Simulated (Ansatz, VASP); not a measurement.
**Two plane-wave programs on AlN**

Contents of INCAR:

```
SYSTEM = AlN
PREC     = Accurate       ! precision mode
ENCUT    = 520            ! plane-wave cutoff, eV
EDIFF    = 1E-6           ! SCF threshold, eV
ISMEAR   = 0              ! smearing method
SIGMA    = 0.01           ! smearing width, eV
LREAL    = .FALSE.        ! projectors in reciprocal space
LASPH    = .TRUE.         ! aspherical terms in the spheres
NELM     = 80             ! most SCF steps
ALGO     = Normal         ! electronic algorithm
ISIF     = 2              ! what is computed and relaxed
LWAVE    = .FALSE.        ! write WAVECAR
LCHARG   = .FALSE.        ! write CHGCAR
GGA      = PE             ! functional
NBANDS   = 11             ! bands
```

Contents of KPOINTS:

```
Automatic mesh
0
G
  8 8 8
  0 0 0
```

POSCAR

```
AlN
1.0
    0.0000000000      2.1848764855      2.1848764855
    2.1848764855      0.0000000000      2.1848764855
    2.1848764855      2.1848764855      0.0000000000
Al N
1 1
Direct
    0.0000000000      0.0000000000      0.0000000000
    0.7500000000      0.7500000000      0.7500000000
```

Input for Ansatz:

```yaml
crystal:
  lattice:
    - [0.0, 2.1848764855, 2.1848764855]
    - [2.1848764855, 0.0, 2.1848764855]
    - [2.1848764855, 2.1848764855, 0.0]
  atoms:
    - { symbol: Al, position: [0.0, 0.0, 0.0] }
    - { symbol: "N", position: [0.75, 0.75, 0.75] }
kpoints:
  mp_grid: { grid: [8, 8, 8] }
hamiltonian:
  xc: pbe
scf:
  occupations: { method: fixed }
  n_extra_bands: 4
output:
  forces: true
  stress: true
  eigenvalues: true
  write_density: true
  write_potential: true
  elf: true
  volumetric_format: npy
```

Alike in both runs: task single point; functional PBE; k mesh 8 × 8 × 8; no spin polarisation.

|  | VASP | Ansatz |
| --- | --- | --- |
| version | VASP 6.6.1 | Ansatz 0.2.0 |
| potentials or method | VASP PAW PBE potentials, release 64 (Al, N) | plane waves, PAW |
| plane-wave cutoff (eV) | 520 | 420 |
| occupations | gaussian, width 0.01 eV | fixed |
| valence electrons in the cell | 8 | 8 |

|  | VASP | Ansatz | Ansatz less VASP |
| --- | --- | --- | --- |
| gap on the k mesh at the Fermi level (eV) | 3.32 | 3.33 | +0.008 |
| pressure (GPa) | 4.3 | 4.6 | +0.27 |
